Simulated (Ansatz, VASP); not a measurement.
One calculation of Ta, two programs

```
Ta
1.0
    -1.66005    1.66005    1.66005
     1.66005   -1.66005    1.66005
     1.66005    1.66005   -1.66005
Ta
1
Direct
  0.00000 0.00000 0.00000
```

Alike in both runs: functional PBE; k mesh 18 × 18 × 18; occupations fermi-dirac, width 0.1 eV; no spin polarisation.

Ansatz relaxed the structure, and its values are those at the end. VASP's run is a single point on that final structure, the one shown.

|  | VASP | Ansatz |
| --- | --- | --- |
| version | VASP 6.6.1 | Ansatz 0.2.0 |
| potentials or method | VASP PAW PBE potentials, release 64 (Ta_pv) | PAW with Ansatz's default frozen-core files, scalar-relativistic |
| plane-wave cutoff (eV) | 520 | 420 |
| valence electrons in the cell | 11 | 13 |

|  | VASP | Ansatz | Ansatz less VASP |
| --- | --- | --- | --- |
| pressure (GPa) | 0.1 | 0.0 | -0.09 |

The functional is the same, so the differences come from potentials, cutoffs and numerics. VASP's potentials hold 11 valence electrons a cell and Ansatz's 13, so a difference there can come from the potentials and not from the codes.

Neither program's run includes spin-orbit coupling.
